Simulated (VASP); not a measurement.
Input of a VASP 6.6.1 run:

Contents of INCAR:

```
PREC = Accurate
ENCUT = 520
EDIFF = 1E-6
ISMEAR = 0
SIGMA = 0.1
LREAL = False
LASPH = True
NELM = 150
ALGO = Fast
ISIF = 2
LWAVE = False
LCHARG = False
ISPIN = 2
MAGMOM = 0 2
LORBIT = 11
LMAXMIX = 4
GGA = PE
NBANDS = 23
```

File KPOINTS:

```
Automatic mesh
0
Gamma
  8 8 5
```

File POSCAR:

```
TaV
1.0
    1.6067000000     -2.3077750000      0.0000000000
    1.6067000000      2.3077750000      0.0000000000
    0.0000000000      0.0000000000      4.3413610000
Ta V
1 1
Direct
    0.0000000000      0.0000000000      0.0000000000
    0.5000000000      0.5000000000      0.5000000000
```

Potentials or basis: VASP PAW PBE potentials, release 64 (Ta_pv, V_sv).

Command:

```bash
$ cat potpaw_PBE.64/Ta_pv/POTCAR potpaw_PBE.64/V_sv/POTCAR > POTCAR
$ mpirun -np 1 vasp_std > vasp.out
```

(1) Predict the net moment.

(2) Predict the site moments.

(3) Predict the pressure.

Answers

(1) 0.36 μB per cell.

(2) Ta +0.01; V +0.29 μB.

(3) -0.4 GPa.
